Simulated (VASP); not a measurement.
**NaI: single point with LDA**

The system is NaI.

```
I Na
1.0
     0.00000    3.29987    3.29987
     3.29987    0.00000    3.29987
     3.29987    3.29987    0.00000
I Na
1 1
Cartesian
  3.2999 3.2999 3.2999
  0.0000 0.0000 0.0000
```

This cell differs from its parent crystal: volume scaled by 1.06.

| Property | Result |
| --- | --- |
| Program | VASP 6.6.1 |
| Task | single point |
| Functional | LDA |
| Potentials or basis | VASP PAW LDA potentials, release 64 (I, Na_pv) |
| Cutoff | 520 eV |
| k mesh | 7 × 7 × 7 |
| Occupations | fermi-dirac, width 0.05 eV |
| Spin | no spin polarisation |

```yaml
Pressure: -2.2 GPa
Band_gap_on_the_k_mesh: 3.20 eV, direct
```

Levels at points of the mesh, in eV from the valence-band top:
```
           k point  band 5  band 6  band 7  band 8  band 9  band 10
(0.00, 0.00, 0.00)    0.00    0.00    0.00    3.20    7.79     7.79
```

Run time: 21 s on 1 thread of Intel Xeon 8259CL (shared host), peak memory 0.18 GiB.

Caveat: spin-orbit coupling is left out, which moves the levels of the heavy elements.
